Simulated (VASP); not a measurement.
# Si (P6_3/mmc) in VASP: further runs

Si is run at these levels: PBE; tasks: single point.

All numbers are computed with VASP 6.6.1; they aren't measurements. Logs are shortened: lines on timing, memory, paths and dates and some standing lists are left out, and cuts for length are marked.

## (1) The cell of the first run

It takes space group P6_3/mmc (No. 194, hexagonal). The conventional cell has a = 3.780 Å, b = 3.780 Å, c = 12.417 Å, α = 90.00°, β = 90.00°, γ = 120.00°. Si (site symmetry 3m) has 4 Si at 2.32 Å within 3.1 Å. Within 3.1 Å of Si (site symmetry 3m) lie 4 Si at 2.32 to 2.34 Å.

This isn't the form of Si at room conditions, which is diamond.

## (2) Single point, PBE (19.21 Å³/atom)

INCAR

```
PREC = Accurate
ENCUT = 520
EDIFF = 1E-7
ISMEAR = 0
SIGMA = 0.01
LREAL = False
LASPH = True
NELM = 100
ALGO = Normal
ISIF = 2
LWAVE = False
LCHARG = False
GGA = PE
NBANDS = 26
```

KPOINTS

```
regular mesh
0
Gamma
  6 6 2
```

POSCAR

```
Si
1.0
    3.7802083943      0.0000000000      0.0000000000
   -1.8901041972      3.2737565010      0.0000000000
    0.0000000000      0.0000000000     12.4172388119
Si
8
Direct
    0.0000000000      0.0000000000      0.0005003176
    0.3333333333      0.6666666667      0.2496538927
    0.0000000000      0.0000000000      0.5005003176
    0.6666666667      0.3333333333      0.7496538927
    0.0000000000      0.0000000000      0.1869996824
    0.3333333333      0.6666666667      0.4378461073
    0.0000000000      0.0000000000      0.6869996824
    0.6666666667      0.3333333333      0.9378461073
```

Potentials or basis: VASP PAW PBE potentials, release 64 (Si).

Launch:

```
$ cat potpaw_PBE.64/Si/POTCAR > POTCAR
$ mpirun -np 1 vasp_std > vasp.out
```

OUTCAR:

```text
PREC = Accurate
   ENCUT = 520
   EDIFF = 1E-7
   ISMEAR = 0
   LREAL = False
   LASPH = True
   NELM = 100
   ISIF = 2
   GGA = PE

 ion  position               nearest neighbor table
   1  0.000  0.000  0.001-   5 2.32   8 2.32   8 2.32   8 2.32
   2  0.333  0.667  0.250-   5 2.32   5 2.32   5 2.32   6 2.34
   3  0.000  0.000  0.501-   7 2.32   6 2.32   6 2.32   6 2.32
   4  0.667  0.333  0.750-   7 2.32   7 2.32   7 2.32   8 2.34
   5  0.000  0.000  0.187-   1 2.32   2 2.32   2 2.32   2 2.32
   6  0.333  0.667  0.438-   3 2.32   3 2.32   3 2.32   2 2.34
   7  0.000  0.000  0.687-   3 2.32   4 2.32   4 2.32   4 2.32
   8  0.667  0.333  0.938-   1 2.32   1 2.32   1 2.32   4 2.34

  LATTYP: Found a hexagonal cell.
 ALAT       =     3.7802083943
 C/A-ratio  =     3.2848027190

  Lattice vectors:

 A1 = (   3.7802083943,   0.0000000000,   0.0000000000)
 A2 = (  -1.8901041972,   3.2737565010,   0.0000000000)
 A3 = (   0.0000000000,   0.0000000000,  12.4172388119)

Analysis of symmetry for initial positions (statically):
=====================================================================
 Subroutine PRICEL returns:
 Original cell was already a primitive cell.

 Routine SETGRP: Setting up the symmetry group for a
 hexagonal supercell.

 Subroutine GETGRP returns: Found 24 space group operations
 (whereof  6 operations were pure point group operations)
 out of a pool of 24 trial point group operations.

The static configuration has the point symmetry C_3v.
 The point group associated with its full space group is D_6h.

Analysis of symmetry for dynamics (positions and initial velocities):
=====================================================================
 Subroutine PRICEL returns:
 Original cell was already a primitive cell.

 Routine SETGRP: Setting up the symmetry group for a
 hexagonal supercell.

 Subroutine GETGRP returns: Found 24 space group operations
 (whereof  6 operations were pure point group operations)
 out of a pool of 24 trial point group operations.

The dynamic configuration has the point symmetry C_3v.
 The point group associated with its full space group is D_6h.

 Subroutine INISYM returns: Found 24 space group operations
 (whereof  6 operations are pure point group operations),
 and found     1 'primitive' translations

----------------------------------------------------------------------------------------

                                     Primitive cell

  volume of cell :     153.6693

  direct lattice vectors                    reciprocal lattice vectors
     3.780208394  0.000000000  0.000000000     0.264535680  0.152729746  0.000000000
    -1.890104197  3.273756501  0.000000000     0.000000000  0.305459493  0.000000000
     0.000000000  0.000000000 12.417238812     0.000000000  0.000000000  0.080533202

  length of vectors
     3.780208394  3.780208394 12.417238812     0.305459493  0.305459493  0.080533202

  position of ions in fractional coordinates (direct lattice)
     0.000000000  0.000000000  0.000500318
     0.333333333  0.666666667  0.249653893
     0.000000000  0.000000000  0.500500318
     0.666666667  0.333333333  0.749653893
     0.000000000  0.000000000  0.186999682
     0.333333333  0.666666667  0.437846107
     0.000000000  0.000000000  0.686999682
     0.666666667  0.333333333  0.937846107

  ion indices of the primitive-cell ions
   primitive index   ion index
                 1           1
                 2           2
                 3           3
                 4           4
                 5           5
                 6           6
                 7           7
                 8           8

----------------------------------------------------------------------------------------

 KPOINTS: regular mesh

Automatic generation of k-mesh.
 Grid dimensions read from file:
 generate k-points for:    6    6    2

 Generating k-lattice:

  Cartesian coordinates                     Fractional coordinates (reciprocal lattice)
     0.044089280  0.025454958  0.000000000     0.166666667  0.000000000  0.000000000
     0.000000000  0.050909915  0.000000000     0.000000000  0.166666667  0.000000000
     0.000000000  0.000000000  0.040266601     0.000000000  0.000000000  0.500000000

  Length of vectors
     0.050909915  0.050909915  0.040266601

  Shift w.r.t. Gamma in fractional coordinates (k-lattice)
     0.000000000  0.000000000  0.000000000

 Subroutine IBZKPT returns following result:
 ===========================================

 Found     14 irreducible k-points:

 Following reciprocal coordinates:
            Coordinates               Weight
  0.000000  0.000000  0.000000      1.000000
  0.166667  0.000000  0.000000      6.000000
  0.333333 -0.000000  0.000000      6.000000
  0.500000  0.000000  0.000000      3.000000
  0.166667  0.166667  0.000000      6.000000
  0.333333  0.166667  0.000000     12.000000
  0.333333  0.333333  0.000000      2.000000
  0.000000  0.000000  0.500000      1.000000
  0.166667  0.000000  0.500000      6.000000
  0.333333 -0.000000  0.500000      6.000000
  0.500000  0.000000  0.500000      3.000000
  0.166667  0.166667  0.500000      6.000000
  0.333333  0.166667  0.500000     12.000000
  0.333333  0.333333  0.500000      2.000000
   k-points           NKPTS =     14   k-points in BZ     NKDIM =     14   number of bands    NBANDS=     26
   number of dos      NEDOS =    301   number of ions     NIONS =      8
   total plane-waves  NPLWV =  75264
   dimension x,y,z NGX =    28 NGY =   28 NGZ =   96
   dimension x,y,z NGXF=    56 NGYF=   56 NGZF=  192
   ions per type =               8
   NGX,Y,Z   is equivalent  to a cutoff of  12.31, 12.31, 12.85 a.u.
   NGXF,Y,Z  is equivalent  to a cutoff of  24.63, 24.63, 25.71 a.u.
 SYSTEM =  unknown system
   PREC   = accura    normal or accurate (medium, high low for compatibility)
   ISTART =      0    job   : 0-new  1-cont  2-samecut
   ICHARG =      2    charge: 1-file 2-atom 10-const
   ISPIN  =      1    spin polarized calculation?
   LNONCOLLINEAR =      F non collinear calculations
   LSORBIT =      F    spin-orbit coupling
   LASPH  =      T    aspherical Exc in radial PAW
   ENCUT  =  520.0 eV  38.22 Ry    6.18 a.u.   7.03  7.03 23.09*2*pi/ulx,y,z
   NELM   =    100;   NELMIN=  2; NELMDL= -5     # of ELM steps
   EDIFF  = 0.1E-06   stopping-criterion for ELM
   LREAL  =      F    real-space projection
   EDIFFG = 0.1E-05   stopping-criterion for IOM
   NSW    =      0    number of steps for IOM
   IBRION =     -1    ionic relax: 0-MD 1-quasi-New 2-CG
   NFREE  =      0    steps in history (QN), initial steepest desc. (CG)
   ISIF   =      2    stress and relaxation
   ISYM   =      2    0-nonsym 1-usesym 2-fastsym
   POTIM  = 0.5000    time-step for ionic-motion
   TEBEG  =    0.0;   TEEND  =   0.0 temperature during run
   PSTRESS=    0.0 pullay stress
   NELECT =      32.0000    total number of electrons
   NUPDOWN=      -1.0000    fix difference up-down
   EMIN   =  10.00;   EMAX   =-10.00  energy-range for DOS
   EFERMI =   0.00;   METHOD = LEGACY
   ISMEAR =     0;   SIGMA  =   0.01  broadening in eV -4-tet -1-fermi 0-gaus
   EFERMI_NEDOS =   21; number of points for ismear=-14 and -15
   IALGO  =     38    algorithm
   IMIX   =      4    mixing-type and parameters
     AMIX     =   0.40;   BMIX     =  1.00
     AMIX_MAG =   1.60;   BMIX_MAG =  1.00
  volume/ion in A,a.u.               =      19.21       129.63
  Fermi-wavevector in a.u.,A,eV,Ry     =   0.970352  1.833699 12.811003  0.941582
  Thomas-Fermi vector in A             =   2.100480
   LORBIT       =      0    0 simple, 1 ext, 2 COOP (PROOUT), +10 PAW based schemes
   GGA     = PE    functional components
   LHFCALC =     F    Hartree Fock is set to
   AEXX    =    0.0000 exact exchange contribution
   IVDW    =     0    specifies the selected vdW correction
   LEPSILON=     F    determine dielectric tensor
   LRPA    =     F    only Hartree local field effects (RPA)
 non-spin polarized calculation
 Gauss-broadening in eV      SIGMA  =   0.01
  energy-cutoff  :      520.00
  volume of cell :      153.67
 maximum number of plane-waves:      4158
   NGX = 15   NGY = 15   NGZ = 47

 number of electron      31.9999999 magnetization

 Free energy of the ion-electron system (eV)
  ---------------------------------------------------
  ext. energy  EPLUGINS =         0.00000000
  ---------------------------------------------------
  free energy    TOTEN  =       -43.14041988 eV

  energy without entropy =      -43.14041988  energy(sigma->0) =      -43.14041988

 E-fermi :   6.4239     XC(G=0):  -9.5687

 val. band max:        6.3793766569   @ k =   0.0000   0.0000   0.0000
 cond. band min:       6.8534859539   @ k =   0.5000   0.0000   0.0000
 fundamental gap:      0.4741092971
 Fermi energy:         6.4238967617

 k-point     1 :       0.0000    0.0000    0.0000
  band No.  band energies     occupation
      1      -6.0017      2.00000
      2      -5.1826      2.00000
      3      -5.1690      2.00000
      4      -3.5805      2.00000
      5      -0.9190      2.00000
      6       2.2076      2.00000
[... 18 lines left out ...]
     25      10.0416      0.00000
     26      10.0434      0.00000

 k-point     2 :       0.1667    0.0000    0.0000
  band No.  band energies     occupation
      1      -5.6676      2.00000
      2      -4.8516      2.00000
      3      -4.8405      2.00000
      4      -3.2440      2.00000
      5      -0.7517      2.00000
      6       2.1488      2.00000
[... 18 lines left out ...]
     25      10.4464      0.00000
     26      10.7418      0.00000

 k-point     3 :       0.3333   -0.0000    0.0000
  band No.  band energies     occupation
      1      -4.7086      2.00000
      2      -3.9179      2.00000
      3      -3.9114      2.00000
      4      -2.2882      2.00000
      5      -0.9584      2.00000
      6       0.3785      2.00000
[... 18 lines left out ...]
     25      10.8238      0.00000
     26      12.1156      0.00000

 k-point     4 :       0.5000    0.0000    0.0000
  band No.  band energies     occupation
      1      -3.6516      2.00000
      2      -3.1696      2.00000
      3      -2.9702      2.00000
      4      -1.8901      2.00000
      5      -1.5724      2.00000
      6      -1.1115      2.00000
[... 18 lines left out ...]
     25      11.6016      0.00000
     26      11.7444      0.00000

 k-point     5 :       0.1667    0.1667    0.0000
  band No.  band energies     occupation
      1      -5.0168      2.00000
      2      -4.2108      2.00000
      3      -4.2072      2.00000
      4      -2.5893      2.00000
      5      -0.7085      2.00000
      6       1.1630      2.00000
[... 18 lines left out ...]
     25      10.4109      0.00000
     26      10.7110      0.00000

 k-point     6 :       0.3333    0.1667    0.0000
  band No.  band energies     occupation
      1      -3.8391      2.00000
      2      -3.1547      2.00000
      3      -3.1022      2.00000
      4      -1.6575      2.00000
      5      -1.4749      2.00000
      6      -0.5843      2.00000
[... 137 lines left out ...]
 k-point    11 :       0.5000    0.0000    0.5000
  band No.  band energies     occupation
      1      -3.5003      2.00000
      2      -3.5003      2.00000
      3      -2.4737      2.00000
      4      -2.4737      2.00000
      5      -1.0461      2.00000
      6      -1.0461      2.00000
[... 18 lines left out ...]
     25      10.3748      0.00000
     26      10.3748      0.00000

 k-point    12 :       0.1667    0.1667    0.5000
  band No.  band energies     occupation
      1      -4.8109      2.00000
      2      -4.8109      2.00000
      3      -3.2918      2.00000
      4      -3.2918      2.00000
      5       0.1191      2.00000
      6       0.1191      2.00000
[... 18 lines left out ...]
     25      10.7281      0.00000
     26      10.7291      0.00000

 k-point    13 :       0.3333    0.1667    0.5000
  band No.  band energies     occupation
      1      -3.6552      2.00000
      2      -3.6552      2.00000
      3      -2.3610      2.00000
      4      -2.3610      2.00000
      5      -0.9658      2.00000
      6      -0.9658      2.00000
[... 18 lines left out ...]
     25      10.8930      0.00000
     26      10.8930      0.00000

 k-point    14 :       0.3333    0.3333    0.5000
  band No.  band energies     occupation
      1      -2.6116      2.00000
      2      -2.6116      2.00000
      3      -2.5568      2.00000
      4      -2.5568      2.00000
      5      -0.6853      2.00000
      6      -0.6853      2.00000
[... 18 lines left out ...]
     25      12.4496      0.00000
     26      12.4544      0.00000

------------------------ aborting loop because EDIFF is reached ----------------------------------------

  FORCE on cell =-STRESS in cart. coord.  units (eV):
  Direction    XX          YY          ZZ          XY          YZ          ZX
  --------------------------------------------------------------------------------------
  -------------------------------------------------------------------------------------
  Total        6.0736901      6.0736901      5.8312082     -0.0000000      0.0000000      0.0000000
  in kB       63.3251260     63.3251260     60.7969763     -0.0000000      0.0000000      0.0000000
  external PRESSURE =      62.4824094 kB  Pullay stress =       0.0000000 kB

 VOLUME and BASIS-vectors are now :
 -----------------------------------------------------------------------------
  energy-cutoff  :      520.00
  volume of cell :      153.67
      direct lattice vectors                 reciprocal lattice vectors
     3.780208394  0.000000000  0.000000000     0.264535680  0.152729746  0.000000000
    -1.890104197  3.273756501  0.000000000     0.000000000  0.305459493  0.000000000
     0.000000000  0.000000000 12.417238812     0.000000000  0.000000000  0.080533202

 POSITION                                       TOTAL-FORCE (eV/Angst)
 -----------------------------------------------------------------------------------
      0.00000      0.00000      0.00621        -0.000000      0.000000     -0.004552
     -0.00000      2.18250      3.10001        -0.000000      0.000000      0.007738
      0.00000      0.00000      6.21483         0.000000     -0.000000     -0.004552
      1.89010      1.09125      9.30863         0.000000     -0.000000      0.007738
      0.00000      0.00000      2.32202         0.000000     -0.000000      0.004552
     -0.00000      2.18250      5.43684        -0.000000      0.000000     -0.007738
      0.00000      0.00000      8.53064        -0.000000      0.000000      0.004552
      1.89010      1.09125     11.64546         0.000000     -0.000000     -0.007738
 -----------------------------------------------------------------------------------
    total drift:                               -0.000000     -0.000000     -0.000000

  FREE ENERGIE OF THE ION-ELECTRON SYSTEM (eV)
  ---------------------------------------------------
  free  energy   TOTEN  =       -43.1404198770 eV

  energy  without entropy=      -43.1404198770  energy(sigma->0) =      -43.14041988
```

Run time: 32 s. Hardware: 1 thread of Intel Xeon 6975P-C (Granite Rapids), shared host; peak memory 0.25 GiB.

Results:

| Item | Value |
| --- | --- |
| Free energy | -43.1404 eV |
| Pressure | 6.2 GPa |
| Largest force | 0.008 eV/Å |
| Band gap on the k mesh | 0.47 eV (least direct gap 1.42 eV) |

Forces in eV/Å, atoms in the order of the input:
```
Si   0.000  0.000 -0.005
Si   0.000  0.000  0.008
Si   0.000  0.000 -0.005
Si   0.000  0.000  0.008
Si   0.000  0.000  0.005
Si   0.000  0.000 -0.008
Si   0.000  0.000  0.005
Si   0.000  0.000 -0.008
```

Caveat: the cell stands under pressure. A k mesh can miss the band edges.

(Part 1 of 2 ends here.)
